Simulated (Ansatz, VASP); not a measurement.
# One calculation of Mo, two programs

Contents of INCAR:

```
SYSTEM = Mo
PREC = Accurate
ENCUT = 520
EDIFF = 1E-7
ISMEAR = 0
SIGMA = 0.15
LREAL = .False.
LASPH = .True.
NELM = 100
ALGO = Normal
ISIF = 2
LWAVE = .False.
LCHARG = .False.
NBANDS = 13
```

Contents of KPOINTS:

```
regular mesh
0
Gamma
  20 20 20
  0 0 0
```

The input POSCAR:

```
Mo
1.0
    0.0000000000      1.9847750000      2.0452250000
    1.9847750000      0.0000000000      2.0452250000
    1.9847750000      1.9847750000      0.0000000000
Mo
1
Direct
    0.0000000000      0.0000000000      0.0000000000
```

Input for Ansatz:

```yaml
crystal:
  lattice:
    - [0.0, 1.984775, 2.045225]
    - [1.984775, 0.0, 2.045225]
    - [1.984775, 1.984775, 0.0]
  atoms:
    - { symbol: Mo, position: [0.0, 0.0, 0.0] }
basis:
  ecutwfc: 420
kpoints:
  mp_grid: { grid: [20, 20, 20] }
hamiltonian:
  xc: lda
scf:
  occupations: { method: gaussian, width: 0.15 }
output:
  forces: true
  stress: true
  eigenvalues: true
```

Change from the starting cell: strain -0.015 along x and y, +0.015 along z, atoms carried along.

Alike in both runs: task single point; functional LDA; k mesh 20 × 20 × 20; occupations gaussian, width 0.15 eV; no spin polarisation.

|  | VASP | Ansatz |
| --- | --- | --- |
| version | VASP 6.6.1 | Ansatz 0.2.0 |
| potentials or method | VASP PAW LDA potentials, release 64 (Mo_sv), cutoff 520 eV | scalar-relativistic, plane waves, PAW |
| valence electrons in the cell | 14 | 14 |

Ansatz gave:

```
gap on the k mesh at the Fermi level (eV)                     : none
pressure (GPa)                                                : -13.2
traceless stress, the component that is largest in VASP (GPa) : 3.37
```

**Question.** What did VASP give for the same quantities?

**Answer.** gap on the k mesh at the Fermi level (eV): none; pressure (GPa): -12.3; traceless stress, the component that is largest in VASP (GPa): 3.35.

LDA's correlation is that of Perdew and Zunger in VASP and of Perdew and Wang (1992) in Ansatz. A gap of «none» marks a metal or a gap that the smearing closes.
